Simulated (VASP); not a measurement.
Runs of VASP 6.6.1 on Co. The structure is that of space group P6_3/mmc (No. 194), or close to it. The cells are those of the table. 

```csv
task,cell,gap on the mesh (eV),pressure (GPa),moment (μB)
relaxation of shape and atoms at fixed volume,"relaxed from a = 2.381, b = 2.381, c = 3.845 Å, angles 90.0, 90.0, 120.0°, 2 atoms",none,27.6,3.01
relaxation of shape and atoms at fixed volume,"relaxed from a = 2.535, b = 2.535, c = 4.099 Å, angles 90.0, 90.0, 120.0°, 2 atoms",none,-19.4,(b)
relaxation of shape and atoms at fixed volume,"relaxed from a = 2.504, b = 2.504, c = 4.048 Å, angles 90.0, 90.0, 120.0°, 2 atoms",none,-13.3,3.20
relaxation of cell and atoms,"relaxed from a = 2.458, b = 2.458, c = 3.960 Å, angles 90.0, 90.0, 120.0°, 2 atoms",none,0.0,3.13
relaxation of shape and atoms at fixed volume,"relaxed from a = 2.354, b = 2.354, c = 3.802 Å, angles 90.0, 90.0, 120.0°, 2 atoms",none,40.6,2.92
relaxation of shape and atoms at fixed volume,"relaxed from a = 2.406, b = 2.406, c = 3.888 Å, angles 90.0, 90.0, 120.0°, 2 atoms",none,16.4,3.06
relaxation of shape and atoms at fixed volume,"relaxed from a = 2.481, b = 2.481, c = 4.009 Å, angles 90.0, 90.0, 120.0°, 2 atoms",none,-7.7,(a)
relaxation of shape and atoms at fixed volume,"relaxed from a = 2.432, b = 2.432, c = 3.929 Å, angles 90.0, 90.0, 120.0°, 2 atoms",none,7.0,3.10
```

Alike in all rows: level PBEsol; potentials or basis VASP PAW PBE potentials, release 64 (Co); spin collinear, ferromagnetic start; k mesh 18 × 18 × 10; cutoff (eV) 600; smearing gaussian 0.1 eV.

Q: Estimate the missing entries.

A: (a) 3.17; (b) 3.23.

Caveats: the PAW data sets were made with another functional, which shifts forces and pressure a little.

A gap of «none» marks levels without a gap at the run's occupations.
